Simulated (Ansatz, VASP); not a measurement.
Two plane-wave programs on ScTa2N3

```xyz
6
Lattice="3.1289 0.0000 0.0000 -1.5645 2.7097 0.0000 0.0000 0.0000 7.7139" Properties=species:S:1:pos:R:3 pbc="T T T"
Sc    0.0000    0.0000    0.0000
Ta    1.5645    0.9032    5.1164
Ta    0.0000    1.8065    2.5976
N     1.5645    0.9032    1.3350
N     0.0000    1.8065    6.3789
N     0.0000    0.0000    3.8570
```

Change from the starting cell: species swapped into the Li3SmSb2 type (P-3m1, No. 164).

Alike in both runs: functional PBE; k mesh 12 × 12 × 6; occupations gaussian, width 0.1 eV; no spin polarisation.

Ansatz relaxed the structure, and its values are those at the end. VASP's run is a single point on that final structure, the one shown.

|  | VASP | Ansatz |
| --- | --- | --- |
| version | VASP 6.6.1 | Ansatz 0.2.0 |
| potentials or method | VASP PAW PBE potentials, release 64 (Sc_sv, Ta_pv, N), cutoff 520 eV | scalar-relativistic, plane waves, PAW |
| valence electrons in the cell | 48 | 52 |

```csv
,VASP,Ansatz,Ansatz less VASP
gap on the k mesh at the Fermi level (eV),none,none,-
pressure (GPa),0.8,0.0,-0.83
rms of the force components (eV/Å),0.009,0.002,-0.0064
```

A gap of «none» marks a metal or a gap that the smearing closes. The functional is the same, so the differences come from potentials, cutoffs and numerics. VASP's potentials hold 48 valence electrons a cell and Ansatz's 52, so a difference there can come from the potentials and not from the codes.

Neither program's run includes spin-orbit coupling.
